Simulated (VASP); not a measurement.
# MnS (I-4m2) in VASP: single point with PBEsol

Aim: the single point of MnS with PBEsol.

Everything below comes from runs of VASP 6.6.1. Logs are shortened: lines on timing, memory, paths and dates and some standing lists are left out, and cuts for length are marked.

### 1 The cell of the first run

Symmetry: I-4m2, No. 119, tetragonal system. Conventional cell: a = 3.960 Å, b = 3.960 Å, c = 5.460 Å, α = 90.00°, β = 90.00°, γ = 90.00°. Mn (site symmetry -4m2) has 4 S at 2.40 Å within 3.2 Å. Within 3.2 Å of S (site symmetry -4m2) lie 4 Mn at 2.40 Å.

### 2 Single point, PBEsol, collinear spin, ferromagnetic start (strain -0.0250 x Voigt [0, 1, 0, 0, 0, 0])

File INCAR:

```
ALGO     = Normal         # electronic algorithm
EDIFF    = 1E-6           # SCF threshold, eV
ENCUT    = 520            # plane-wave cutoff, eV
GGA      = PS             # functional
ISIF     = 2              # what is computed and relaxed
ISMEAR   = 0              # smearing method
ISPIN    = 2              # spin polarisation
LASPH    = True           # aspherical terms in the spheres
LCHARG   = False          # write CHGCAR
LMAXMIX  = 4              # l up to which the mixer works
LORBIT   = 11             # projections on sites
LREAL    = False          # projectors in reciprocal space
LWAVE    = False          # write WAVECAR
MAGMOM   = 4.52 0.12      # initial moments
NBANDS   = 20             # bands
NELM     = 150            # most SCF steps
PREC     = Accurate       # precision mode
SIGMA    = 0.15           # smearing width, eV
```

File KPOINTS:

```
k-points
0
Gamma
  14 14 14
```

File POSCAR:

```
MnS
1.0
    0.0000000000      2.7300000000      2.8000000000
    2.8000000000      0.0000000000      2.8000000000
    2.8000000000      2.7300000000      0.0000000000
Mn S
1 1
Direct
    0.0000000000      0.0000000000      0.0000000000
    0.7500000000      0.7500000000      0.7500000000
```

Potentials or basis: VASP PAW PBE potentials, release 64 (Mn_pv, S).

Launch:

```
$ cat potpaw_PBE.64/Mn_pv/POTCAR potpaw_PBE.64/S/POTCAR > POTCAR
$ mpirun -np 1 vasp_std > vasp.out
```

OUTCAR:

```text
EDIFF = 1E-6
   ENCUT = 520
   GGA = PS
   ISIF = 2
   ISMEAR = 0
   ISPIN = 2
   LASPH = True
   LORBIT = 11
   LREAL = False
   NELM = 150
   PREC = Accurate

 ion  position               nearest neighbor table
   1  0.000  0.000  0.000-   2 2.40   2 2.40   2 2.40   2 2.40
   2  0.750  0.750  0.750-   1 2.40   1 2.40   1 2.40   1 2.40

  LATTYP: Found a body centered tetragonal cell.
 ALAT       =     3.9597979746
 C/A-ratio  =     1.3788582233

  Lattice vectors:

 A1 = (   0.0000000000,  -2.7300000000,   2.8000000000)
 A2 = (   0.0000000000,  -2.7300000000,  -2.8000000000)
 A3 = (   2.8000000000,   2.7300000000,   0.0000000000)

Analysis of symmetry for initial positions (statically):
=====================================================================
 Subroutine PRICEL returns:
 Original cell was already a primitive cell.

 Routine SETGRP: Setting up the symmetry group for a
 body centered tetragonal supercell.

 Subroutine GETGRP returns: Found  8 space group operations
 (whereof  8 operations were pure point group operations)
 out of a pool of 16 trial point group operations.

The static configuration has the point symmetry D_2d.

Analysis of symmetry for dynamics (positions and initial velocities):
=====================================================================
 Subroutine PRICEL returns:
 Original cell was already a primitive cell.

 Routine SETGRP: Setting up the symmetry group for a
 body centered tetragonal supercell.

 Subroutine GETGRP returns: Found  8 space group operations
 (whereof  8 operations were pure point group operations)
 out of a pool of 16 trial point group operations.

The dynamic configuration has the point symmetry D_2d.

Analysis of structural, dynamic, and magnetic symmetry:
=====================================================================
 Subroutine PRICEL returns:
 Original cell was already a primitive cell.

 Routine SETGRP: Setting up the symmetry group for a
 body centered tetragonal supercell.

 Subroutine GETGRP returns: Found  8 space group operations
 (whereof  8 operations were pure point group operations)
 out of a pool of 16 trial point group operations.

The overall configuration has the point symmetry D_2d.

 Subroutine INISYM returns: Found  8 space group operations
 (whereof  8 operations are pure point group operations),
 and found     1 'primitive' translations

----------------------------------------------------------------------------------------

                                     Primitive cell

  volume of cell :      42.8064

  direct lattice vectors                    reciprocal lattice vectors
     0.000000000  2.730000000  2.800000000    -0.178571429  0.183150183  0.178571429
     2.800000000  0.000000000  2.800000000     0.178571429 -0.183150183  0.178571429
     2.800000000  2.730000000  0.000000000     0.178571429  0.183150183 -0.178571429

  length of vectors
     3.910613763  3.959797975  3.910613763     0.311960734  0.311960734  0.311960734

  position of ions in fractional coordinates (direct lattice)
     0.000000000  0.000000000  0.000000000
     0.750000000  0.750000000  0.750000000

  ion indices of the primitive-cell ions
   primitive index   ion index
                 1           1
                 2           2

----------------------------------------------------------------------------------------

 KPOINTS: k-points

Automatic generation of k-mesh.
 Grid dimensions read from file:
 generate k-points for:   14   14   14

 Generating k-lattice:

  Cartesian coordinates                     Fractional coordinates (reciprocal lattice)
    -0.012755102  0.013082156  0.012755102     0.071428571  0.000000000  0.000000000
     0.012755102 -0.013082156  0.012755102     0.000000000  0.071428571  0.000000000
     0.012755102  0.013082156 -0.012755102     0.000000000  0.000000000  0.071428571

  Length of vectors
     0.022282910  0.022282910  0.022282910

  Shift w.r.t. Gamma in fractional coordinates (k-lattice)
     0.000000000  0.000000000  0.000000000

 Subroutine IBZKPT returns following result:
 ===========================================

 Found    244 irreducible k-points:

 Following reciprocal coordinates:
            Coordinates               Weight
  0.000000  0.000000  0.000000      1.000000
  0.071429  0.000000  0.000000      8.000000
  0.142857  0.000000  0.000000      8.000000
  0.214286  0.000000  0.000000      8.000000
  0.285714  0.000000  0.000000      8.000000
  0.357143  0.000000  0.000000      8.000000
[... 16 lines left out ...]
  0.214286  0.142857  0.000000     16.000000
  0.285714  0.142857  0.000000     16.000000
 [... further k-points ...]
   k-points           NKPTS =    244   k-points in BZ     NKDIM =    244   number of bands    NBANDS=     20
   number of dos      NEDOS =    301   number of ions     NIONS =      2
   total plane-waves  NPLWV =  27000
   dimension x,y,z NGX =    30 NGY =   30 NGZ =   30
   dimension x,y,z NGXF=    60 NGYF=   60 NGZF=   60
   ions per type =               1   1
   NGX,Y,Z   is equivalent  to a cutoff of  12.75, 12.60, 12.75 a.u.
   NGXF,Y,Z  is equivalent  to a cutoff of  25.51, 25.19, 25.51 a.u.
 SYSTEM =  unknown system
   PREC   = accura    normal or accurate (medium, high low for compatibility)
   ISTART =      0    job   : 0-new  1-cont  2-samecut
   ICHARG =      2    charge: 1-file 2-atom 10-const
   ISPIN  =      2    spin polarized calculation?
   LNONCOLLINEAR =      F non collinear calculations
   LSORBIT =      F    spin-orbit coupling
   LASPH  =      T    aspherical Exc in radial PAW
   ENCUT  =  520.0 eV  38.22 Ry    6.18 a.u.   7.27  7.36  7.27*2*pi/ulx,y,z
   NELM   =    150;   NELMIN=  2; NELMDL= -5     # of ELM steps
   EDIFF  = 0.1E-05   stopping-criterion for ELM
   LREAL  =      F    real-space projection
   EDIFFG = 0.1E-04   stopping-criterion for IOM
   NSW    =      0    number of steps for IOM
   IBRION =     -1    ionic relax: 0-MD 1-quasi-New 2-CG
   NFREE  =      0    steps in history (QN), initial steepest desc. (CG)
   ISIF   =      2    stress and relaxation
   ISYM   =      2    0-nonsym 1-usesym 2-fastsym
   POTIM  = 0.5000    time-step for ionic-motion
   TEBEG  =    0.0;   TEEND  =   0.0 temperature during run
   PSTRESS=    0.0 pullay stress
   NELECT =      19.0000    total number of electrons
   NUPDOWN=      -1.0000    fix difference up-down
   EMIN   =  10.00;   EMAX   =-10.00  energy-range for DOS
   EFERMI =   0.00;   METHOD = LEGACY
   ISMEAR =     0;   SIGMA  =   0.15  broadening in eV -4-tet -1-fermi 0-gaus
   EFERMI_NEDOS =   21; number of points for ismear=-14 and -15
   IALGO  =     38    algorithm
   IMIX   =      4    mixing-type and parameters
     AMIX     =   0.40;   BMIX     =  1.00
     AMIX_MAG =   1.60;   BMIX_MAG =  1.00
  volume/ion in A,a.u.               =      21.40       144.44
  Fermi-wavevector in a.u.,A,eV,Ry     =   1.248791  2.359873 21.218003  1.559479
  Thomas-Fermi vector in A             =   2.382861
   LORBIT       =     11    0 simple, 1 ext, 2 COOP (PROOUT), +10 PAW based schemes
   GGA     = PS    functional components
   LHFCALC =     F    Hartree Fock is set to
   AEXX    =    0.0000 exact exchange contribution
   IVDW    =     0    specifies the selected vdW correction
   LEPSILON=     F    determine dielectric tensor
   LRPA    =     F    only Hartree local field effects (RPA)
 spin polarized calculation
 Gauss-broadening in eV      SIGMA  =   0.15
  energy-cutoff  :      520.00
  volume of cell :       42.81
 maximum number of plane-waves:      1187
 NGX is ok and might be reduce to    30
   NGX = 15   NGY = 15   NGZ = 15

 number of electron      18.9999994 magnetization       4.8009526

 Free energy of the ion-electron system (eV)
  ---------------------------------------------------
  ext. energy  EPLUGINS =         0.00000000
  ---------------------------------------------------
  free energy    TOTEN  =       -14.77029200 eV

  energy without entropy =      -14.75711944  energy(sigma->0) =      -14.76370572

 E-fermi :   4.5200     XC(G=0):  -9.6480

 val. band max:        4.5183657939   @ k =   0.4286  -0.2143   0.2857
 cond. band min:       4.5200671318   @ k =   0.1429  -0.1429   0.0714
 fundamental gap:      0.0017013379
 Fermi energy:         4.5199670446

 spin component 1

 k-point     1 :       0.0000    0.0000    0.0000
  band No.  band energies     occupation
      1     -45.9330      1.00000
      2     -45.9271      1.00000
      3     -45.9271      1.00000
      4      -9.4263      1.00000
      5      -0.3374      1.00000
      6      -0.3374      1.00000
[... 12 lines left out ...]
     19      16.6140      0.00000
     20      17.0774      0.00000

 k-point     2 :       0.0714    0.0000    0.0000
  band No.  band energies     occupation
      1     -45.9331      1.00000
      2     -45.9272      1.00000
      3     -45.9271      1.00000
      4      -9.3942      1.00000
      5      -0.3844      1.00000
      6      -0.3252      1.00000
[... 12 lines left out ...]
     19      16.5617      0.00000
     20      17.3381      0.00000
[... 465 lines left out ...]
      3     -45.9274      1.00000
      4      -9.1619      1.00000
      5      -0.7429      1.00000
      6      -0.2218      1.00000
[... 12 lines left out ...]
     19      17.5078      0.00000
     20      18.7580      0.00000

 k-point    24 :       0.2857    0.1429    0.0000
  band No.  band energies     occupation
      1     -45.9338      1.00000
      2     -45.9287      1.00000
      3     -45.9276      1.00000
      4      -9.0236      1.00000
      5      -0.8947      1.00000
      6      -0.1889      1.00000
[... 12 lines left out ...]
     19      17.0292      0.00000
     20      19.8222      0.00000

 [... further k-points ...]

 spin component 2

 k-point     1 :       0.0000    0.0000    0.0000
  band No.  band energies     occupation
      1     -41.4894      1.00000
      2     -41.4863      1.00000
      3     -41.4863      1.00000
      4      -9.1004      1.00000
      5       1.2091      1.00000
      6       1.2091      1.00000
[... 12 lines left out ...]
     19      17.4674      0.00000
     20      18.0423      0.00000

 k-point     2 :       0.0714    0.0000    0.0000
  band No.  band energies     occupation
      1     -41.4895      1.00000
      2     -41.4865      1.00000
      3     -41.4864      1.00000
      4      -9.0702      1.00000
      5       1.0984      1.00000
      6       1.2129      1.00000
[... 12 lines left out ...]
     19      17.3449      0.00000
     20      18.3949      0.00000
[... 465 lines left out ...]
      3     -41.4868      1.00000
      4      -8.8518      1.00000
      5       0.4723      1.00000
      6       1.2017      1.00000
[... 12 lines left out ...]
     19      18.3342      0.00000
     20      19.6700      0.00000

 k-point    24 :       0.2857    0.1429    0.0000
  band No.  band energies     occupation
      1     -41.4908      1.00000
      2     -41.4884      1.00000
      3     -41.4871      1.00000
      4      -8.7221      1.00000
      5       0.1600      1.00000
      6       1.1863      1.00000
[... 12 lines left out ...]
     19      17.9418      0.00000
     20      20.7067      0.00000

 [... further k-points ...]

------------------------ aborting loop because EDIFF is reached ----------------------------------------

  FORCE on cell =-STRESS in cart. coord.  units (eV):
  Direction    XX          YY          ZZ          XY          YZ          ZX
  --------------------------------------------------------------------------------------
  -------------------------------------------------------------------------------------
  Total       -0.4076695     -0.2871158     -0.4076695      0.0000000     -0.0000000      0.0000000
  in kB      -15.2584397    -10.7463020    -15.2584397      0.0000000     -0.0000000      0.0000000
  external PRESSURE =     -13.7543938 kB  Pullay stress =       0.0000000 kB

 VOLUME and BASIS-vectors are now :
 -----------------------------------------------------------------------------
  energy-cutoff  :      520.00
  volume of cell :       42.81
      direct lattice vectors                 reciprocal lattice vectors
     0.000000000  2.730000000  2.800000000    -0.178571429  0.183150183  0.178571429
     2.800000000  0.000000000  2.800000000     0.178571429 -0.183150183  0.178571429
     2.800000000  2.730000000  0.000000000     0.178571429  0.183150183 -0.178571429

 POSITION                                       TOTAL-FORCE (eV/Angst)
 -----------------------------------------------------------------------------------
      0.00000      0.00000      0.00000        -0.000000      0.000000      0.000000
      4.20000      4.09500      4.20000         0.000000     -0.000000     -0.000000
 -----------------------------------------------------------------------------------
    total drift:                                0.000000      0.000001      0.000000

  FREE ENERGIE OF THE ION-ELECTRON SYSTEM (eV)
  ---------------------------------------------------
  free  energy   TOTEN  =       -14.7702919971 eV

  energy  without entropy=      -14.7571194444  energy(sigma->0) =      -14.76370572

 total charge

# of ion       s       p       d       tot
------------------------------------------
    1        0.268   6.225   4.915  11.408
    2        1.310   2.422   0.000   3.733
--------------------------------------------------
tot          1.579   8.647   4.915  15.141

 magnetization (x)

# of ion       s       p       d       tot
------------------------------------------
    1        0.048   0.067   4.124   4.239
    2        0.010   0.060   0.000   0.070
--------------------------------------------------
tot          0.058   0.127   4.124   4.309
```

Run time: 3.8 min. Hardware: 1 thread of AMD EPYC 9R45 (Zen 5), shared host; peak memory 0.38 GiB.

What came out:

| Item | Value |
| --- | --- |
| Free energy | -14.7703 eV |
| Pressure | -1.4 GPa |
| Net moment | 4.80 μB per cell |
| Site moments | Mn +4.24; S +0.07 μB |
| Valence electrons inside the program's atomic spheres | Mn 11.41; S 3.73 |

Caveat: the cell differs from its parent crystal (strain -0.0250 x Voigt [0, 1, 0, 0, 0, 0]); the PAW data sets were made with another functional, which shifts forces and pressure a little; a cell with one magnetic atom can't hold antiferromagnetic order, which such compounds often take; semilocal functionals often make such compounds metallic where correlation or magnetic order opens a gap, which also shifts bond lengths.
